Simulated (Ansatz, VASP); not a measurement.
Two plane-wave programs on BaTiO3

```
CELL_PARAMETERS angstrom
3.80610 0.00000 0.00000
0.00000 3.80610 0.00000
0.00000 0.00000 4.01146
ATOMIC_POSITIONS crystal
Ba 0.50000 0.50000 0.57950
Ti 0.00000 0.00000 0.09415
O 0.00000 0.50000 0.06303
O 0.50000 0.00000 0.06303
O 0.00000 0.00000 0.56027
```

Change from the starting cell: equal strain along all axes, cell held, atoms relaxed: -4.5 %.

Alike in both runs: functional PBE; k mesh 8 × 8 × 6; occupations gaussian, width 0.02 eV; no spin polarisation.

Ansatz relaxed the structure, and its values are those at the end. VASP's run is a single point on that final structure, the one shown.

```csv
,VASP,Ansatz
version,VASP 6.6.1,Ansatz 0.2.0
potentials or method,"VASP PAW PBE potentials, release 64 (Ba_sv, Ti_sv, O), cutoff 520 eV","scalar-relativistic, plane waves, PAW"
valence electrons in the cell,40,40
```

VASP gave:

- gap on the k mesh at the Fermi level (eV): 1.95
- least direct gap on the mesh (eV): 2.28
- pressure (GPa): 27.6
- rms of the force components (eV/Å): 0.016

Q: What did Ansatz give for the same quantities?

A: gap on the k mesh at the Fermi level (eV): 2.03; least direct gap on the mesh (eV): 2.31; pressure (GPa): 25.0; rms of the force components (eV/Å): 0.003.

Ansatz's warnings: stress scf threshold loose.

Neither program's run includes spin-orbit coupling.
